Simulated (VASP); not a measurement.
Wanted: the native input for a VASP 6.6.1 run.

- Task: single point
- Functional: PBE
- Dispersion: D3(BJ)
- Potentials or basis: VASP PAW PBE potentials, release 64 (H, C, F)
- Cutoff: 520 eV
- k mesh: 3 × 3 × 1
- Occupations: fermi-dirac, width 0.02 eV
- Spin: no spin polarisation
- Dipole correction: no
- Further INCAR settings: LREAL = Auto; ALGO = Normal; EDIFF = 1e-06; NBANDS = 57

The structure of H7C16F lies in POSCAR:

```
H7C16F
1.0
    5.0487420000      0.0000000000      0.0000000000
    2.5243710000      4.3723390000      0.0000000000
    0.0000000000      0.0000000000     15.7764260000
H C F
7 16 1
Direct
    0.1666666800      0.1666666700      0.0633857100
    0.6666667300      0.1666666700      0.0633857100
    0.1666666900      0.6666667000      0.0633857100
    0.6666667300      0.6666667000      0.0633857100
    0.0097455410      0.5043698214      0.3670323522
    0.4987590475      0.4884981067      0.3886172230
   -0.4954832874      1.0099288337      0.3670322896
    0.1666666800      0.1666666700      0.1331100000
    0.6666667300      0.1666666700      0.1331100000
    0.1666666900      0.6666667000      0.1331100000
    0.6666667300      0.6666667000      0.1331100000
   -0.1666666700      0.3333333500      0.1657717100
    0.3333333700      0.3333333500      0.1657717100
   -0.1666666600      0.8333333700      0.1657717100
    0.3333333800      0.8333333700      0.1657717100
   -0.1655585557      0.3375469711      0.2687061906
    0.3372213137      0.3371763628      0.2645235547
   -0.1635927076      0.8364428938      0.2652930703
    0.3375239546      0.8344486696      0.2687115581
    0.0046080971      0.0046894471      0.2819404751
    0.5029378182      0.0066505760      0.2973574796
    0.0066991009      0.5029422760      0.2973613738
    0.5026112972      0.5026176714      0.2934671887
    0.4840353863      0.4554375530      0.4539690584
```

These files were run (other wordings do the same):

INCAR

```
SYSTEM = H7C16F
PREC = Accurate
ENCUT = 520
EDIFF = 1E-6
ISMEAR = -1
SIGMA = 0.02
LREAL = Auto
LASPH = .True.
NELM = 100
ALGO = Normal
ISIF = 2
LWAVE = .False.
LCHARG = .False.
GGA = PE
IVDW = 12
NBANDS = 57
```

KPOINTS

```
Automatic mesh
0
Gamma
  3 3 1
  0 0 0
```

Potentials or basis: VASP PAW PBE potentials, release 64 (H, C, F).

Command:

```console
$ cat potpaw_PBE.64/H/POTCAR potpaw_PBE.64/C/POTCAR potpaw_PBE.64/F/POTCAR > POTCAR
$ mpirun -np 1 vasp_std > vasp.out
```

Results of the run:

* Largest force: 1.579 eV/Å
* Band gap on the k mesh: 0.27 eV (least direct gap 0.54 eV)
* Dispersion energy per atom: -0.102 eV

Caveat: the k points lie up to 0.48 Å⁻¹ apart.

It took 5 min on 1 thread of AMD EPYC 7R13, with other jobs on the host, peak memory 0.44 GiB.
